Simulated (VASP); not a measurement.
Wanted: the native input for a VASP 6.6.1 run.

```yaml
Task: relaxation of cell and atoms
Functional: PBEsol
Potentials_or_basis: VASP PAW PBE potentials, release 64 (Yb, H)
Cutoff: 600 eV
k_mesh: 6 × 6 × 6
Occupations: fermi-dirac, width 0.1 eV
Spin: no spin polarisation
Dipole_correction: no
Further_INCAR_settings: ALGO = Normal; EDIFF = 1e-07; IBRION = 2; EDIFFG = -0.03; NSW = 80; ISIF = 3
```

The structure of YbH lies in POSCAR:

```
YbH
1.0
    0.0000000000      2.4150000000      2.4150000000
    2.4150000000      0.0000000000      2.4150000000
    2.4150000000      2.4150000000      0.0000000000
Yb H
1 1
Direct
    0.0000000000      0.0000000000      0.0000000000
    0.5000000000      0.5000000000      0.5000000000
```

These files were run (other wordings do the same):

INCAR

```
  ALGO = Normal
  EDIFF = 1E-7
  EDIFFG = -0.03
  ENCUT = 600
  GGA = PS
  GGA_COMPAT = F
  IBRION = 2
  ISIF = 3
  ISMEAR = -1
  LASPH = T
  LCHARG = F
  LMAXMIX = 6
  LREAL = F
  LWAVE = F
  NELM = 200
  NELMIN = 4
  NSW = 80
  PREC = Accurate
  SIGMA = 0.1
```

KPOINTS

```
k-points
0
Gamma
  6 6 6
```

Potentials or basis: VASP PAW PBE potentials, release 64 (Yb, H).

Launch:

```console
$ cat potpaw_PBE.64/Yb/POTCAR potpaw_PBE.64/H/POTCAR > POTCAR
$ mpirun -np 1 vasp_std > vasp.out
```

Results of the run:

The pressure after relaxing is 0.1 GPa. The band gap on the k mesh is zero (an odd number of electrons rules out a gap without spin polarisation).

Caveat: the k points lie up to 0.38 Å⁻¹ apart in the final cell, too coarse for converged energies and pressures of a metal; the relaxation stopped at its first step, so nothing moved; the PAW data sets were made with another functional, which shifts forces and pressure a little; spin-orbit coupling is left out, which moves the levels of the heavy elements.

It took 52 s on 1 thread of Intel Xeon 8259CL, on a shared host, peak memory 0.17 GiB.
